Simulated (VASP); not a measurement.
# Na (P2_1/m) in VASP: further runs

Runs on Na. Level: LDA. Tasks: single point.

Everything below comes from runs of VASP 6.6.1. Logs are shortened: lines on timing, memory, paths and dates and some standing lists are left out, and cuts for length are marked.

## 1. The cell of the first run

Symmetry: P2_1/m, No. 11, monoclinic system. Conventional cell: a = 3.621 Å, b = 3.621 Å, c = 5.084 Å, α = 90.00°, β = 90.00°, γ = 90.00°. Na (site symmetry m) has 10 Na at 3.00 to 3.90 Å within 4.0 Å.

## 2. Single point, LDA (atoms displaced along a vibrational mode)

Input file INCAR:

```
SYSTEM = Na
ALGO     = Fast           ! electronic algorithm
EDIFF    = 1E-6           ! SCF threshold, eV
ENCUT    = 520            ! plane-wave cutoff, eV
ISIF     = 2              ! what is computed and relaxed
ISMEAR   = 0              ! smearing method
LASPH    = .True.         ! aspherical terms in the spheres
LCHARG   = .False.        ! write CHGCAR
LREAL    = .False.        ! projectors in reciprocal space
LWAVE    = .False.        ! write WAVECAR
NBANDS   = 14             ! bands
NELM     = 100            ! most SCF steps
PREC     = Accurate       ! precision mode
SIGMA    = 0.15           ! smearing width, eV
```

Input file KPOINTS:

```
k-points
0
Gamma
  12 12 10
  0 0 0
```

Input file POSCAR:

```
Na
1.0
    0.0000000000     -3.6205084948      0.0000000000
   -3.6205084948      0.0000000000      0.0000000000
    0.0000000000      0.0000000000     -5.0841636952
Na
2
Direct
    0.5000000000      0.5546055893      0.5597935114
    0.0000000000     -0.0546055893     -0.0597935114
```

Potentials or basis: VASP PAW LDA potentials, release 64 (Na_pv).

Launch:

```sh
$ cat potpaw_LDA.64/Na_pv/POTCAR > POTCAR
$ mpirun -np 1 vasp_std > vasp.out
```

OUTCAR:

```text
SYSTEM = Na
   EDIFF = 1E-6
   ENCUT = 520
   ISIF = 2
   ISMEAR = 0
   LASPH = .True.
   LREAL = .False.
   NELM = 100
   PREC = Accurate

 ion  position               nearest neighbor table
   1  0.500  0.555  0.560-
   2  0.000  0.945  0.940-

  LATTYP: Found a simple tetragonal cell.
 ALAT       =     3.6205084948
 C/A-ratio  =     1.4042678542

  Lattice vectors:

 A1 = (   0.0000000000,  -3.6205084948,   0.0000000000)
 A2 = (  -3.6205084948,   0.0000000000,   0.0000000000)
 A3 = (   0.0000000000,   0.0000000000,  -5.0841636952)

Analysis of symmetry for initial positions (statically):
=====================================================================
 Subroutine PRICEL returns:
 Original cell was already a primitive cell.

 Routine SETGRP: Setting up the symmetry group for a
 simple tetragonal supercell.

 Subroutine GETGRP returns: Found  4 space group operations
 (whereof  2 operations were pure point group operations)
 out of a pool of 16 trial point group operations.

The static configuration has the point symmetry C_1h.
 The point group associated with its full space group is C_2h.

Analysis of symmetry for dynamics (positions and initial velocities):
=====================================================================
 Subroutine PRICEL returns:
 Original cell was already a primitive cell.

 Routine SETGRP: Setting up the symmetry group for a
 simple tetragonal supercell.

 Subroutine GETGRP returns: Found  4 space group operations
 (whereof  2 operations were pure point group operations)
 out of a pool of 16 trial point group operations.

The dynamic configuration has the point symmetry C_1h.
 The point group associated with its full space group is C_2h.

 Subroutine INISYM returns: Found  4 space group operations
 (whereof  2 operations are pure point group operations),
 and found     1 'primitive' translations

----------------------------------------------------------------------------------------

                                     Primitive cell

  volume of cell :      66.6436

  direct lattice vectors                    reciprocal lattice vectors
     0.000000000 -3.620508495  0.000000000     0.000000000 -0.276204296  0.000000000
    -3.620508495  0.000000000  0.000000000    -0.276204296  0.000000000  0.000000000
     0.000000000  0.000000000 -5.084163695     0.000000000  0.000000000 -0.196689182

  length of vectors
     3.620508495  3.620508495  5.084163695     0.276204296  0.276204296  0.196689182

  position of ions in fractional coordinates (direct lattice)
[... 90 lines left out ...]
   NELECT =      14.0000    total number of electrons
   NUPDOWN=      -1.0000    fix difference up-down
   EMIN   =  10.00;   EMAX   =-10.00  energy-range for DOS
   EFERMI =   0.00;   METHOD = LEGACY
   ISMEAR =     0;   SIGMA  =   0.15  broadening in eV -4-tet -1-fermi 0-gaus
   EFERMI_NEDOS =   21; number of points for ismear=-14 and -15
   IALGO  =     68    algorithm
   IMIX   =      4    mixing-type and parameters
     AMIX     =   0.40;   BMIX     =  1.00
     AMIX_MAG =   1.60;   BMIX_MAG =  1.00
  volume/ion in A,a.u.               =      33.32       224.87
  Fermi-wavevector in a.u.,A,eV,Ry     =   0.973191  1.839064 12.886080  0.947100
  Thomas-Fermi vector in A             =   2.103550
   LORBIT       =      0    0 simple, 1 ext, 2 COOP (PROOUT), +10 PAW based schemes
   GGA     = CA    functional components
   LHFCALC =     F    Hartree Fock is set to
   AEXX    =    0.0000 exact exchange contribution
   IVDW    =     0    specifies the selected vdW correction
   LEPSILON=     F    determine dielectric tensor
   LRPA    =     F    only Hartree local field effects (RPA)
 non-spin polarized calculation
 RMM-DIIS sequential band-by-band and
 Gauss-broadening in eV      SIGMA  =   0.15
  energy-cutoff  :      520.00
  volume of cell :       66.64
 maximum number of plane-waves:      1844
   NGX = 13   NGY = 13   NGZ = 19

 number of electron      14.0000015 magnetization

 Free energy of the ion-electron system (eV)
  ---------------------------------------------------
  ext. energy  EPLUGINS =         0.00000000
  ---------------------------------------------------
  free energy    TOTEN  =        -2.71099392 eV

  energy without entropy =       -2.70215667  energy(sigma->0) =       -2.70657529

 E-fermi :   0.4836     XC(G=0):  -6.9963

 val. band max:        0.4489448723   @ k =   0.0000  -0.3333   0.4000
 cond. band min:       0.5090072568   @ k =  -0.2500   0.5000   0.0000
 fundamental gap:      0.0600623846
 Fermi energy:         0.4835830163

 k-point     1 :       0.0000    0.0000    0.0000
  band No.  band energies     occupation
      1     -24.5483      2.00000
      2     -24.5107      2.00000
      3     -24.4825      2.00000
      4     -24.4666      2.00000
      5     -24.4559      2.00000
      6     -24.4539      2.00000
      7      -3.0503      2.00000
      8       2.5537      0.00000
      9       2.8840      0.00000
     10       6.9008      0.00000
     11       7.9582      0.00000
     12       7.9781      0.00000
     13       9.9103      0.00000
     14      12.3400      0.00000
[... 377 lines left out ...]
      1     -24.5553      2.00000
      2     -24.5154      2.00000
      3     -24.5006      2.00000
      4     -24.4719      2.00000
      5     -24.4632      2.00000
      6     -24.4593      2.00000
      7      -0.1189      2.00000
      8      -0.0482      2.00000
      9       5.1057      0.00000
     10       5.2666      0.00000
     11       5.7952      0.00000
     12       5.8729      0.00000
     13       9.0612      0.00000
     14       9.2827      0.00000

 [... further k-points ...]

------------------------ aborting loop because EDIFF is reached ----------------------------------------

  FORCE on cell =-STRESS in cart. coord.  units (eV):
  Direction    XX          YY          ZZ          XY          YZ          ZX
  --------------------------------------------------------------------------------------
  -------------------------------------------------------------------------------------
  Total        0.3328655      0.5839013      0.3708995      0.0000000      0.0000000      0.3334363
  in kB        8.0024092     14.0375508      8.9167835      0.0000000      0.0000000      8.0161319
  external PRESSURE =      10.3189145 kB  Pullay stress =       0.0000000 kB

 VOLUME and BASIS-vectors are now :
 -----------------------------------------------------------------------------
  energy-cutoff  :      520.00
  volume of cell :       66.64
      direct lattice vectors                 reciprocal lattice vectors
     0.000000000 -3.620508495  0.000000000     0.000000000 -0.276204296  0.000000000
    -3.620508495  0.000000000  0.000000000    -0.276204296  0.000000000  0.000000000
     0.000000000  0.000000000 -5.084163695     0.000000000  0.000000000 -0.196689182

 POSITION                                       TOTAL-FORCE (eV/Angst)
 -----------------------------------------------------------------------------------
     -2.00795     -1.81025     -2.84608         0.243612      0.000000      0.576201
     -3.42281      0.00000     -4.78016        -0.243612      0.000000     -0.576201
 -----------------------------------------------------------------------------------
    total drift:                               -0.000000     -0.000000     -0.000000

  FREE ENERGIE OF THE ION-ELECTRON SYSTEM (eV)
  ---------------------------------------------------
  free  energy   TOTEN  =        -2.7109939174 eV

  energy  without entropy=       -2.7021566683  energy(sigma->0) =       -2.70657529
```

Run time: 3.7 min. Hardware: 1 thread of Intel Xeon Platinum 8488C (Sapphire Rapids), shared host; peak memory 0.37 GiB.

Results:

```yaml
Free_energy: -2.7110 eV
Pressure: 1.0 GPa
Largest_force: 0.626 eV/Å
Band_gap_on_the_k_mesh: zero (bands 7 and 8 overlap by 4.37 eV)
```

Forces in eV/Å, atoms in the order of the input:
```
Na   0.244  0.000  0.576
Na  -0.244  0.000 -0.576
```

Caveat: the cell differs from its parent crystal (atoms displaced along a vibrational mode).

## 3. Single point, LDA (atoms displaced along a vibrational mode)

Input file INCAR:

```
PREC = Accurate
ENCUT = 520
EDIFF = 1E-7
ISMEAR = 0
SIGMA = 0.15
LREAL = F
LASPH = T
NELM = 100
ALGO = Fast
ISIF = 2
LWAVE = F
LCHARG = F
NBANDS = 14
```

Input file KPOINTS:

```
regular mesh
0
Gamma
  12 12 10
```

Input file POSCAR:

```
Na
1.0
    0.0000000000     -3.6205084948      0.0000000000
   -3.6205084948      0.0000000000      0.0000000000
    0.0000000000      0.0000000000     -5.0841636952
Na
2
Direct
    0.5000000000      0.5546055893      0.5199246142
    0.0000000000     -0.0546055893     -0.0199246142
```

Potentials or basis: VASP PAW LDA potentials, release 64 (Na_pv).

Launch:

```sh
$ cat potpaw_LDA.64/Na_pv/POTCAR > POTCAR
$ mpirun -np 1 vasp_std > vasp.out
```

It took 4.1 min on 1 thread of Intel Xeon Platinum 8488C (Sapphire Rapids), shared host; peak memory 0.38 GiB.

The run converged. Its results:

```yaml
Free_energy: -2.8648 eV
Pressure: 0.2 GPa
Largest_force: 0.250 eV/Å
Band_gap_on_the_k_mesh: zero (bands 7 and 8 overlap by 4.90 eV)
```

Forces in eV/Å, atoms in the order of the input:
```
Na   0.167  0.000  0.186
Na  -0.167  0.000 -0.186
```

Stress tensor (GPa, compression positive):
```
-0.08  0.00  0.26
 0.00  0.31  0.00
 0.26  0.00  0.36
```

Levels at points of the mesh, in eV from the Fermi level:
```csv
k point,band 3,band 4,band 5,band 6,band 7,band 8,band 9,band 10,band 11,band 12
"(0.00, 0.00, 0.00)",-24.90,-24.89,-24.88,-24.88,-3.52,1.95,2.50,6.57,7.52,7.55
"(0.50, 0.00, 0.00)",-24.91,-24.91,-24.89,-24.89,-0.63,-0.63,4.49,4.49,5.46,5.46
"(0.00, 0.50, 0.00)",-24.91,-24.90,-24.89,-24.89,-0.68,-0.58,4.41,4.59,5.44,5.44
"(0.50, 0.50, 0.00)",-24.91,-24.91,-24.90,-24.90,1.87,1.87,2.41,2.41,6.62,6.62
"(0.00, 0.00, 0.50)",-24.90,-24.89,-24.89,-24.89,-2.14,-1.91,7.70,8.09,8.41,8.61
"(0.50, 0.00, 0.50)",-24.89,-24.89,-24.89,-24.89,0.56,0.56,1.06,1.06,10.57,10.57
"(0.00, 0.50, 0.50)",-24.90,-24.89,-24.89,-24.89,0.57,0.58,1.02,1.07,10.51,10.60
"(0.50, 0.50, 0.50)",-24.91,-24.91,-24.90,-24.90,2.99,2.99,3.20,3.20,3.38,3.38
```

Caveat: the cell differs from its parent crystal (atoms displaced along a vibrational mode).

[end of part 1 of 2]
